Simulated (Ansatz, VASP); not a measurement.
Pt: VASP beside Ansatz

INCAR

```
SYSTEM = Pt
  PREC = Accurate
  ENCUT = 600
  EDIFF = 1E-7
  ISMEAR = -1
  SIGMA = 0.1
  LREAL = .FALSE.
  LASPH = .TRUE.
  NELM = 60
  ALGO = Normal
  ISIF = 3
  LWAVE = .FALSE.
  LCHARG = .FALSE.
  GGA = RP
  IBRION = 2
  NSW = 80
  EDIFFG = -0.01
```

File KPOINTS:

```
regular mesh
0
G
  5 5 5
  0 0 0
```

File POSCAR:

```
Pt
1.0
    4.9427962708      0.0000000000      0.0000000000
    0.0000000000      4.9427962708      0.0000000000
    0.0000000000      0.0000000000      4.9427962708
Pt
8
Direct
    0.0000000000      0.0000000000      0.0000000000
    0.5000000000      0.5000000000      0.5000000000
    0.2500000000      0.0000000000      0.5000000000
    0.7500000000      0.0000000000      0.5000000000
    0.5000000000      0.2500000000      0.0000000000
    0.5000000000      0.7500000000      0.0000000000
    0.0000000000      0.5000000000      0.2500000000
    0.0000000000      0.5000000000      0.7500000000
```

Input for Ansatz:

```yaml
crystal:
  lattice:
    - [4.9427962708, 0.0, 0.0]
    - [0.0, 4.9427962708, 0.0]
    - [0.0, 0.0, 4.9427962708]
  atoms:
    - { symbol: Pt, position: [0.0, 0.0, 0.0] }
    - { symbol: Pt, position: [0.5, 0.5, 0.5] }
    - { symbol: Pt, position: [0.25, 0.0, 0.5] }
    - { symbol: Pt, position: [0.75, 0.0, 0.5] }
    - { symbol: Pt, position: [0.5, 0.25, 0.0] }
    - { symbol: Pt, position: [0.5, 0.75, 0.0] }
    - { symbol: Pt, position: [0.0, 0.5, 0.25] }
    - { symbol: Pt, position: [0.0, 0.5, 0.75] }
hamiltonian:
  xc: rpbe
  pseudopotentials:
    kind: paw
    azcp:
      Pt: "pseudopotentials/Pt.paw.azcp"
basis:
  ecutwfc: 420
  fft_grid_basis: typed
kpoints:
  mp_grid: { grid: [5, 5, 5], shift: [0, 0, 0] }
magnetization:
  spin_polarized: false
scf:
  occupations: { method: fermi_dirac, width: 0.1 }
relax:
  max_steps: 60
  f_tol: 0.01
  cell: {}
```

Alike in both runs: task relaxation of cell and atoms; functional RPBE; k mesh 5 × 5 × 5; occupations fermi-dirac, width 0.1 eV; no spin polarisation.

|  | VASP | Ansatz |
| --- | --- | --- |
| version | VASP 6.6.1 | Ansatz 0.2.0 |
| potentials or method | VASP PAW PBE potentials, release 64 (Pt), cutoff 600 eV | plane waves (420 eV) with PAW, scalar-relativistic |
| valence electrons in the cell | 80 | 144 |

|  | VASP | Ansatz | Ansatz less VASP |
| --- | --- | --- | --- |
| relaxed volume (Å³/atom) | 16.51 | 16.55 | +0.044 |
| relaxed length of the cell vector where the two differ most in proportion (Å) | 5.093 | 5.097 | +0.0045 |

VASP's potentials were made for PBE, not for RPBE. VASP's potentials hold 80 valence electrons a cell and Ansatz's 144, so a difference there can come from the potentials and not from the codes.

Neither program's run includes spin-orbit coupling.
